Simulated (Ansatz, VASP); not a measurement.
Li6Be2Nb: VASP beside Ansatz

```xyz
9
Lattice="0.0000 3.5829 3.5829 3.5829 0.0000 3.5829 3.5829 3.5829 0.0000" Properties=species:S:1:pos:R:3 pbc="T T T"
Li    1.7054    3.5829    3.5829
Li    3.5829    1.7054    3.5829
Li    5.4603    3.5829    3.5829
Li    3.5829    5.4603    3.5829
Li    3.5829    3.5829    1.7054
Li    3.5829    3.5829    5.4603
Be    1.7914    1.7914    1.7914
Be    5.3743    5.3743    5.3743
Nb    0.0000    0.0000    0.0000
```

Change from the starting cell: species swapped into the Rb2PdI6 type (Fm-3m, No. 225).

Alike in both runs: task single point; functional PBE; k mesh 4 × 4 × 4; occupations gaussian, width 0.1 eV; no spin polarisation.

|  | VASP | Ansatz |
| --- | --- | --- |
| version | VASP 6.6.1 | Ansatz 0.2.0 |
| potentials or method | VASP PAW PBE potentials, release 64 (Li_sv, Be, Nb_sv), cutoff 750 eV | scalar-relativistic, plane waves, PAW |
| valence electrons in the cell | 35 | 35 |

VASP gave:

```
gap on the k mesh at the Fermi level (eV) : none
rms of the force components (eV/Å)        : 3.851
```

Problem. What did Ansatz give for the same quantities?

Solution. gap on the k mesh at the Fermi level (eV): none; rms of the force components (eV/Å): 3.702.

Atom by atom the forces differ by 0.149 eV/Å (rms over components). A gap of «none» marks a metal or a gap that the smearing closes.

The k mesh is coarse, so the values compare programs but aren't converged.
